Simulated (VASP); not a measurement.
# Au in VASP: single point with PBE

Aim: the single point of Au with PBE.

Program: VASP 6.6.1. These are calculated values, not measurements. Logs are shortened: lines on timing, memory, paths and dates and some standing lists are left out, and cuts for length are marked.

### Step 1. The cell of the first run

The cell holds a slab with vacuum, 12 atoms: a = 5.293 Å, b = 5.680 Å, c = 28.932 Å, α = 90.00°, β = 90.00°, γ = 90.00°.

### Step 2. Single point, PBE

The input, INCAR:

```
SYSTEM = Au
PREC = Accurate
ENCUT = 520
EDIFF = 1E-7
ISMEAR = 0
SIGMA = 0.1
LREAL = .False.
LASPH = .True.
NELM = 60
ALGO = Fast
ISIF = 2
LWAVE = .False.
LCHARG = .False.
LDIPOL = .True.
IDIPOL = 3
DIPOL = 0.5 0.5 0.654
GGA = PE
NBANDS = 78
KPAR = 4
```

The input, KPOINTS:

```
regular mesh
0
Gamma
  7 6 1
  0 0 0
```

The input, POSCAR:

```
Au
1.0
    5.2931304654      0.0000000000      0.0000000000
    0.0000000000      5.6802178777      0.0000000000
    0.0000000000      0.0000000000     28.9324747021
Au
12
Direct
    0.3775736630      0.6818400664      0.5675987035
    0.8728737509      0.9097244108      0.5746777396
    0.3705035089      0.1880751835      0.5737259727
    0.8746544333      0.4150998536      0.5676376081
    0.0703605111      0.6639347116      0.6529185397
    0.5476297858      0.9326090549      0.6552034045
    0.0469920373      0.1676279273      0.6552508070
    0.5672214375      0.4361011654      0.6528761943
    0.7395603284      0.6776110045      0.7369855856
    0.2339338446      0.9217153023      0.7382036093
    0.7330945559      0.1770992570      0.7379294722
    0.2380215215      0.4207877361      0.7370194946
```

Potentials or basis: VASP PAW PBE potentials, release 64 (Au).

The run is started by

```
cat potpaw_PBE.64/Au/POTCAR > POTCAR
mpirun -np 4 vasp_std > vasp.out
```

OUTCAR:

```text
SYSTEM = Au
   PREC = Accurate
   ENCUT = 520
   EDIFF = 1E-7
   ISMEAR = 0
   LREAL = .False.
   LASPH = .True.
   NELM = 60
   ISIF = 2
   GGA = PE

 ion  position               nearest neighbor table
   1  0.378  0.682  0.568-   3 2.81   3 2.88   2 2.93   5 2.96   2 2.98   8 3.01   4 3.04   6 3.04
                             4 3.06
   2  0.873  0.910  0.575-   4 2.82   5 2.86   4 2.88   6 2.90   7 2.90   1 2.93   1 2.98   3 3.07
                             3 3.09
   3  0.371  0.188  0.574-   1 2.81   1 2.88   8 2.88   7 2.92   6 2.92   4 2.93   4 2.97   2 3.07
                             2 3.09
   4  0.875  0.415  0.568-   2 2.82   2 2.88   3 2.93   8 2.96   3 2.97   5 3.03   1 3.04   7 3.04
                             1 3.06
   5  0.070  0.664  0.653-   7 2.82   2 2.86   7 2.86   8 2.93  12 2.94   6 2.95   1 2.96   8 2.96
                            10 3.00   9 3.00   4 3.03   6 3.16
   6  0.548  0.933  0.655-   8 2.82   8 2.86   2 2.90  10 2.92   3 2.92  11 2.94   5 2.95   9 2.95
                             7 2.96   7 2.97   1 3.04   5 3.16
   7  0.047  0.168  0.655-   5 2.82   5 2.86   2 2.90  11 2.91   3 2.92  12 2.95  10 2.95   6 2.96
                             8 2.96   6 2.97   4 3.04   8 3.15
   8  0.567  0.436  0.653-   6 2.82   6 2.86   3 2.88   5 2.93   9 2.94   4 2.96   5 2.96   7 2.96
                            12 3.00  11 3.00   1 3.01   7 3.15
   9  0.740  0.678  0.737-  11 2.84  11 2.84   8 2.94   6 2.95  10 2.96   5 3.00  10 3.01  12 3.01
                            12 3.03
  10  0.234  0.922  0.738-  12 2.84  12 2.85   6 2.92   7 2.95   9 2.96   5 3.00  11 3.01   9 3.01
                            11 3.02
  11  0.733  0.177  0.738-   9 2.84   9 2.84   7 2.91   6 2.94  12 2.96   8 3.00  12 3.01  10 3.01
                            10 3.02
  12  0.238  0.421  0.737-  10 2.84  10 2.85   5 2.94   7 2.95  11 2.96   8 3.00  11 3.01   9 3.01
                             9 3.03

  LATTYP: Found a simple orthorhombic cell.
 ALAT       =     5.2931304654
 B/A-ratio  =     1.0731301476
 C/A-ratio  =     5.4660422393

  Lattice vectors:

 A1 = (   5.2931304654,   0.0000000000,   0.0000000000)
 A2 = (   0.0000000000,   5.6802178777,   0.0000000000)
 A3 = (   0.0000000000,   0.0000000000,  28.9324747021)

Analysis of symmetry for initial positions (statically):
=====================================================================
 Subroutine PRICEL returns:
 Original cell was already a primitive cell.

 Routine SETGRP: Setting up the symmetry group for a
 simple orthorhombic supercell.

 Subroutine GETGRP returns: Found  1 space group operations
 (whereof  1 operations were pure point group operations)
 out of a pool of  8 trial point group operations.

The static configuration has the point symmetry C_1 .

Analysis of symmetry for dynamics (positions and initial velocities):
=====================================================================
 Subroutine PRICEL returns:
 Original cell was already a primitive cell.

 Routine SETGRP: Setting up the symmetry group for a
 simple orthorhombic supercell.

 Subroutine GETGRP returns: Found  1 space group operations
 (whereof  1 operations were pure point group operations)
 out of a pool of  8 trial point group operations.

The dynamic configuration has the point symmetry C_1 .

 Subroutine INISYM returns: Found  1 space group operations
 (whereof  1 operations are pure point group operations),
 and found     1 'primitive' translations

----------------------------------------------------------------------------------------

                                     Primitive cell

  volume of cell :     869.8877

  direct lattice vectors                    reciprocal lattice vectors
     5.293130465  0.000000000  0.000000000     0.188924117  0.000000000  0.000000000
     0.000000000  5.680217878  0.000000000     0.000000000  0.176049585  0.000000000
     0.000000000  0.000000000 28.932474702     0.000000000  0.000000000  0.034563238

  length of vectors
     5.293130465  5.680217878 28.932474702     0.188924117  0.176049585  0.034563238

  position of ions in fractional coordinates (direct lattice)
     0.377573663  0.681840066  0.567598704
     0.872873751  0.909724411  0.574677740
[... 40 lines left out ...]

  Length of vectors
     0.026989160  0.029341597  0.034563238

  Shift w.r.t. Gamma in fractional coordinates (k-lattice)
     0.000000000  0.000000000  0.000000000

 Subroutine IBZKPT returns following result:
 ===========================================

 Found     22 irreducible k-points:

 Following reciprocal coordinates:
            Coordinates               Weight
  0.000000  0.000000  0.000000      1.000000
  0.142857  0.000000  0.000000      2.000000
  0.285714  0.000000  0.000000      2.000000
  0.428571  0.000000  0.000000      2.000000
  0.000000  0.166667  0.000000      2.000000
  0.142857  0.166667  0.000000      2.000000
[... 14 lines left out ...]
  0.285714  0.500000  0.000000      2.000000
  0.428571  0.500000  0.000000      2.000000
   k-points           NKPTS =     22   k-points in BZ     NKDIM =     22   number of bands    NBANDS=     78
   number of dos      NEDOS =    301   number of ions     NIONS =     12
   total plane-waves  NPLWV = 362880
   dimension x,y,z NGX =    40 NGY =   42 NGZ =  216
   dimension x,y,z NGXF=    80 NGYF=   84 NGZF=  432
   ions per type =              12
   NGX,Y,Z   is equivalent  to a cutoff of  12.56, 12.29, 12.41 a.u.
   NGXF,Y,Z  is equivalent  to a cutoff of  25.13, 24.58, 24.82 a.u.
 SYSTEM =  Au
   PREC   = accura    normal or accurate (medium, high low for compatibility)
   ISTART =      0    job   : 0-new  1-cont  2-samecut
   ICHARG =      2    charge: 1-file 2-atom 10-const
   ISPIN  =      1    spin polarized calculation?
   LNONCOLLINEAR =      F non collinear calculations
   LSORBIT =      F    spin-orbit coupling
   LASPH  =      T    aspherical Exc in radial PAW
   ENCUT  =  520.0 eV  38.22 Ry    6.18 a.u.   9.84 10.56 53.80*2*pi/ulx,y,z
   NELM   =     60;   NELMIN=  2; NELMDL= -5     # of ELM steps
   EDIFF  = 0.1E-06   stopping-criterion for ELM
   LREAL  =      F    real-space projection
   EDIFFG = 0.1E-05   stopping-criterion for IOM
   NSW    =      0    number of steps for IOM
   IBRION =     -1    ionic relax: 0-MD 1-quasi-New 2-CG
   NFREE  =      0    steps in history (QN), initial steepest desc. (CG)
   ISIF   =      2    stress and relaxation
   ISYM   =      2    0-nonsym 1-usesym 2-fastsym
   POTIM  = 0.5000    time-step for ionic-motion
   TEBEG  =    0.0;   TEEND  =   0.0 temperature during run
   PSTRESS=    0.0 pullay stress
   NELECT =     132.0000    total number of electrons
   NUPDOWN=      -1.0000    fix difference up-down
   EMIN   =  10.00;   EMAX   =-10.00  energy-range for DOS
   EFERMI =   0.00;   METHOD = LEGACY
   ISMEAR =     0;   SIGMA  =   0.10  broadening in eV -4-tet -1-fermi 0-gaus
   EFERMI_NEDOS =   21; number of points for ismear=-14 and -15
   IALGO  =     68    algorithm
   IMIX   =      4    mixing-type and parameters
     AMIX     =   0.40;   BMIX     =  1.00
     AMIX_MAG =   1.60;   BMIX_MAG =  1.00
  volume/ion in A,a.u.               =      72.49       489.19
  Fermi-wavevector in a.u.,A,eV,Ry     =   0.873196  1.650101 10.374052  0.762471
  Thomas-Fermi vector in A             =   1.992552
   LORBIT       =      0    0 simple, 1 ext, 2 COOP (PROOUT), +10 PAW based schemes
   GGA     = PE    functional components
   LHFCALC =     F    Hartree Fock is set to
   AEXX    =    0.0000 exact exchange contribution
   IVDW    =     0    specifies the selected vdW correction
   LEPSILON=     F    determine dielectric tensor
   LRPA    =     F    only Hartree local field effects (RPA)
 non-spin polarized calculation
 RMM-DIIS sequential band-by-band and
 Gauss-broadening in eV      SIGMA  =   0.10
  energy-cutoff  :      520.00
  volume of cell :      869.89
 maximum number of plane-waves:     23477
 NGX is ok and might be reduce to    40
   NGX = 19   NGY = 21   NGZ =107

 dipolmoment           0.000000      0.000000     -0.000003 electrons x Angstroem

 number of electron     132.0000008 magnetization

 dipolmoment           0.000000      0.000000      0.000096 electrons x Angstroem

 Free energy of the ion-electron system (eV)
  ---------------------------------------------------
  ext. energy  EPLUGINS =         0.00000000
  ---------------------------------------------------
  free energy    TOTEN  =       -35.77910134 eV

  energy without entropy =      -35.75647084  energy(sigma->0) =      -35.76778609

 E-fermi :  -1.8619     XC(G=0):  -3.6503

 val. band max:       -1.9356075792   @ k =   0.0000   0.5000   0.0000
 cond. band min:      -1.8605529925   @ k =   0.1429   0.5000   0.0000
 fundamental gap:      0.0750545867
 Fermi energy:        -1.8619287856

 k-point     1 :       0.0000    0.0000    0.0000
  band No.  band energies     occupation
      1     -10.2953      2.00000
      2      -8.7534      2.00000
      3      -8.3706      2.00000
      4      -8.2000      2.00000
      5      -7.9400      2.00000
      6      -7.5304      2.00000
[... 1771 lines left out ...]
     77       4.5499      0.00000
     78       4.6295      0.00000

------------------------ aborting loop because EDIFF is reached ----------------------------------------

 vacuum level on the upper side and lower side of the slab       (xc-potential included)        -0.040        -0.041

  FORCE on cell =-STRESS in cart. coord.  units (eV):
  Direction    XX          YY          ZZ          XY          YZ          ZX
  --------------------------------------------------------------------------------------
  -------------------------------------------------------------------------------------
  Total      -13.0440292     -7.2979085     -0.0404677     -0.0128631     -0.0068205      0.0696670
  in kB      -24.0247662    -13.4414407     -0.0745343     -0.0236914     -0.0125621      0.1283142
  external PRESSURE =     -12.5135804 kB  Pullay stress =       0.0000000 kB

 VOLUME and BASIS-vectors are now :
 -----------------------------------------------------------------------------
  energy-cutoff  :      520.00
  volume of cell :      869.89
      direct lattice vectors                 reciprocal lattice vectors
     5.293130465  0.000000000  0.000000000     0.188924117  0.000000000  0.000000000
     0.000000000  5.680217878  0.000000000     0.000000000  0.176049585  0.000000000
     0.000000000  0.000000000 28.932474702     0.000000000  0.000000000  0.034563238

 POSITION                                       TOTAL-FORCE (eV/Angst)
 -----------------------------------------------------------------------------------
      1.99855      3.87300     16.42204        -0.020020      0.081860      0.159372
      4.62023      5.16743     16.62685         0.001510      0.180365     -0.266543
      1.96112      1.06831     16.59931         0.011469     -0.195864     -0.176097
      4.62966      2.35786     16.42316        -0.006407     -0.055837      0.165071
      0.37243      3.77129     18.89055        -0.063484      0.023219      0.117686
      2.89868      5.29742     18.95666         0.019414      0.007379     -0.030681
      0.24873      0.95216     18.95803         0.045775      0.005196     -0.031124
      3.00238      2.47715     18.88932        -0.000066     -0.053163      0.093824
      3.91459      3.84898     21.32282        -0.004604     -0.016221     -0.034887
      1.23824      5.23554     21.35806         0.006117     -0.024881      0.004160
      3.88037      1.00596     21.35013         0.001730      0.019663      0.025005
      1.25988      2.39017     21.32380         0.008569      0.028284     -0.025785
 -----------------------------------------------------------------------------------
    total drift:                                0.000560     -0.000061      0.000216

  FREE ENERGIE OF THE ION-ELECTRON SYSTEM (eV)
  ---------------------------------------------------
  free  energy   TOTEN  =       -35.7791013421 eV

  energy  without entropy=      -35.7564708446  energy(sigma->0) =      -35.76778609

 vacuum level on the upper side and lower side of the slab         3.371         3.371
```

Wall time 18 min (4 MPI ranks of Oxide Virtual Turin-like, shared host); peak memory 1.4 GiB.

Results:

* Free energy: -35.7791 eV
* Largest force: 0.322 eV/Å
* Band gap on the k mesh: zero (bands 66 and 67 overlap by 1.55 eV)

Forces on the atoms (eV/Å):
```
Au  -0.020  0.082  0.159
Au   0.002  0.180 -0.267
Au   0.011 -0.196 -0.176
Au  -0.006 -0.056  0.165
Au  -0.063  0.023  0.118
Au   0.019  0.007 -0.031
Au   0.046  0.005 -0.031
Au   0.000 -0.053  0.094
Au  -0.005 -0.016 -0.035
Au   0.006 -0.025  0.004
Au   0.002  0.020  0.025
Au   0.009  0.028 -0.026
```

Caveat: spin-orbit coupling is left out, which moves the levels of the heavy elements.

The gap in the log of VASP goes by the Fermi energy; the results here count the filled bands.